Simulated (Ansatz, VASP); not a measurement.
**One calculation of NbSi2, two programs**

The input INCAR:

```
  ALGO = Normal
  EDIFF = 1E-6
  EDIFFG = -0.005
  ENCUT = 600
  GGA = PS
  IBRION = 2
  ISIF = 3
  ISMEAR = 0
  LASPH = T
  LCHARG = F
  LREAL = F
  LWAVE = F
  NELM = 60
  NSW = 70
  PREC = Accurate
  SIGMA = 0.1
```

KPOINTS

```
k-points
0
Gamma
  9 9 6
```

File POSCAR:

```
NbSi2
1.0
    4.8123187358      0.0000000000      0.0000000000
   -2.4061593679      4.1675902763      0.0000000000
    0.0000000000      0.0000000000      6.6149590918
Nb Si
3 6
Direct
    0.5000000000      0.0000000000      0.5000000000
    0.5000000000      0.5000000000      0.8333333333
    0.0000000000      0.5000000000      0.1666666667
    0.1591986673      0.3183973345      0.5000000000
    0.8408013327      0.1591986673      0.8333333333
    0.6816026655      0.8408013327      0.1666666667
    0.8408013327      0.6816026655      0.5000000000
    0.1591986673      0.8408013327      0.8333333333
    0.3183973345      0.1591986673      0.1666666667
```

Input for Ansatz:

```yaml
crystal:
  lattice:
    - [4.8123187358, 0.0, 0.0]
    - [-2.4061593679, 4.1675902763, 0.0]
    - [0.0, 0.0, 6.6149590918]
  atoms:
    - { symbol: Nb, position: [0.5, 0.0, 0.5] }
    - { symbol: Nb, position: [0.5, 0.5, 0.8333333333] }
    - { symbol: Nb, position: [0.0, 0.5, 0.1666666667] }
    - { symbol: Si, position: [0.1591986673, 0.3183973345, 0.5] }
    - { symbol: Si, position: [0.8408013327, 0.1591986673, 0.8333333333] }
    - { symbol: Si, position: [0.6816026655, 0.8408013327, 0.1666666667] }
    - { symbol: Si, position: [0.8408013327, 0.6816026655, 0.5] }
    - { symbol: Si, position: [0.1591986673, 0.8408013327, 0.8333333333] }
    - { symbol: Si, position: [0.3183973345, 0.1591986673, 0.1666666667] }
basis:
  ecutwfc: 420
kpoints:
  mp_grid: { grid: [9, 9, 6] }
hamiltonian:
  xc: pbesol
scf:
  occupations: { method: gaussian, width: 0.1 }
output:
  forces: true
  stress: true
  eigenvalues: true
relax:
  adjacent_minimum: "off"
  f_tol: 0.005
  max_steps: 50
  cell: { stress_tol: 0.05 }
```

Alike in both runs: task relaxation of cell and atoms; functional PBEsol; k mesh 9 × 9 × 6; occupations gaussian, width 0.1 eV; no spin polarisation.

|  | VASP | Ansatz |
| --- | --- | --- |
| version | VASP 6.6.1 | Ansatz 0.2.0 |
| potentials or method | VASP PAW PBE potentials, release 64 (Nb_sv, Si), cutoff 600 eV | scalar-relativistic, plane waves, PAW |
| valence electrons in the cell | 63 | 63 |

|  | VASP | Ansatz | Ansatz less VASP |
| --- | --- | --- | --- |
| gap on the k mesh at the Fermi level, each at its own relaxed structure (eV) | none | none | - |
| relaxed volume (Å³/atom) | 14.38 | 14.39 | +0.003 |
| relaxed cell length with the largest relative difference (Å) | 6.573 | 6.574 | +0.0006 |

VASP's potentials were made for PBE, not for PBEsol. A gap of «none» marks a metal or a gap that the smearing closes.
